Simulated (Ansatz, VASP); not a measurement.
**KI in VASP and in Ansatz**

The input INCAR:

```
ALGO = Normal
DIPOL = 0.5 0.5 0.500
EDIFF = 1E-6
ENCUT = 520
GGA = PE
IDIPOL = 3
ISIF = 2
ISMEAR = 0
LASPH = True
LCHARG = False
LDIPOL = True
LREAL = False
LWAVE = False
NBANDS = 15
NELM = 80
PREC = Accurate
SIGMA = 0.1
```

File KPOINTS:

```
k-points
0
Gamma
  4 4 1
```

File POSCAR:

```
KI
1.0
    6.4644880000      0.0000000000      0.0000000000
   -0.8185860000      6.4124510000      0.0000000000
    0.0000000000      0.0000000000     14.0000000000
K I
1 1
Direct
    0.0000000000      0.0000000000      0.5000000000
    0.5000000000      0.5000000000      0.5000000000
```

Input for Ansatz:

```yaml
crystal:
  lattice:
    - [6.464488, 0.0, 0.0]
    - [-0.818586, 6.412451, 0.0]
    - [0.0, 0.0, 14.0]
  atoms:
    - { symbol: K, position: [0.0, 0.0, 0.5] }
    - { symbol: I, position: [0.5, 0.5, 0.5] }
  periodic: [true, true, false]
basis:
  ecutwfc: 420
kpoints:
  mp_grid: { grid: [4, 4, 1] }
hamiltonian:
  xc: pbe
scf:
  occupations: { method: gaussian, width: 0.1 }
  lower_state_search: "off"
output:
  forces: true
  stress: true
  eigenvalues: true
```

Alike in both runs: task single point; functional PBE; k mesh 4 × 4 × 1; occupations gaussian, width 0.1 eV; no spin polarisation.

|  | VASP | Ansatz |
| --- | --- | --- |
| version | VASP 6.6.1 | Ansatz 0.2.0 |
| potentials or method | VASP PAW PBE potentials, release 64 (K_sv, I), cutoff 520 eV | scalar-relativistic, plane waves, PAW |
| valence electrons in the cell | 16 | 26 |

```csv
,VASP,Ansatz,Ansatz less VASP
gap on the k mesh at the Fermi level (eV),2.68,2.68,+0.001
least direct gap on the mesh (eV),2.72,2.72,+0.001
```

VASP's potentials hold 16 valence electrons a cell and Ansatz's 26, so a difference there can come from the potentials and not from the codes. Ansatz's warnings: slab cell height set.

Spin-orbit coupling is off throughout.
